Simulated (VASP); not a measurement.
AlRu, 2 atoms in the cell. It takes space group P4/mmm (No. 123, tetragonal). Conventional cell: a = 3.081 Å, b = 3.081 Å, c = 2.902 Å, α = 90.00°, β = 90.00°, γ = 90.00°. Al (site symmetry 4/mmm) has 8 Ru at 2.62 Å and 6 Al at 2.90 to 3.08 Å within 3.5 Å. Within 3.5 Å of Ru (site symmetry 4/mmm) lie 8 Al at 2.62 Å and 6 Ru at 2.90 to 3.08 Å.  This cell differs from its parent crystal: strain +0.030 along x and y, -0.030 along z.

| Property | Result |
| --- | --- |
| Program | VASP 6.6.1 |
| Task | single point |
| Functional | PBE |
| Potentials or basis | VASP PAW PBE potentials, release 64 (Al, Ru_pv) |
| Cutoff | 520 eV |
| k mesh | 16 × 16 × 16 |
| Occupations | gaussian, width 0.15 eV |
| Spin | no spin polarisation |
| Dipole correction | no |
| Further INCAR settings | ALGO = Fast; EDIFF = 1e-07; NBANDS = 16 |

Potentials or basis: VASP PAW PBE potentials, release 64 (Al, Ru_pv).

Command:

```bash
$ cat potpaw_PBE.64/Al/POTCAR potpaw_PBE.64/Ru_pv/POTCAR > POTCAR
$ mpirun -np 1 vasp_std > vasp.out
```

Hardware: 1 thread of Intel(R) Xeon(R) Platinum 8488C (Sapphire Rapids), with other jobs on the host.

Problem. Estimate the wall time of this run.

Solution. Wall time 81 s on 1 thread of Intel(R) Xeon(R) Platinum 8488C (Sapphire Rapids), with other jobs on the host, peak memory 0.28 GiB. Counts: scf iterations 15, k points 405.
